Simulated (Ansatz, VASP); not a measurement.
One calculation of ScAl3N4, two programs

```xyz
16
Lattice="6.4804 -0.0158 0.0000 -3.2538 5.6358 0.0000 0.0000 0.0000 5.0528" Properties=species:S:1:pos:R:3 pbc="T T T"
Al    1.6373    0.9210    2.5236
Al   -1.6163    4.7026   -0.0224
Al   -0.0106    3.7753    2.5236
Al    3.2161    1.8811   -0.0028
Al    1.6102    4.6626   -0.0028
Al    3.2159    3.7353    2.5040
Sc    0.0480    1.9063   -0.0445
Sc    4.8054    0.8958    2.4819
N     0.0715    1.9199    2.0870
N     1.7342    0.8664    4.4220
N    -1.6400    4.6889    1.9149
N    -0.0095    3.8865    4.4220
N     3.1193    1.9358    1.8956
N     4.7819    0.8822    4.6134
N     1.6092    4.5514    1.8956
N     3.2396    3.7490    4.4413
```

Alike in both runs: functional PBE; k mesh 4 × 4 × 5; no spin polarisation.

Ansatz relaxed the structure, and its values are those at the end. VASP's run is a single point on that final structure, the one shown.

```csv
,VASP,Ansatz
version,VASP 6.6.1,Ansatz 0.2.0
potentials or method,"VASP PAW PBE potentials, release 64 (Al, Sc_sv, N)","scalar-relativistic, plane waves, PAW"
plane-wave cutoff (eV),520,420
occupations,"gaussian, width 0.01 eV",fixed
valence electrons in the cell,80,80
```

|  | VASP | Ansatz | Ansatz less VASP |
| --- | --- | --- | --- |
| gap on the k mesh at the Fermi level (eV) | 3.70 | 3.71 | +0.007 |
| least direct gap on the mesh (eV) | 3.72 | 3.71 | -0.007 |
| pressure (GPa) | 0.0 | 0.0 | -0.04 |
| rms of the force components (eV/Å) | 0.023 | 0.001 | -0.0219 |
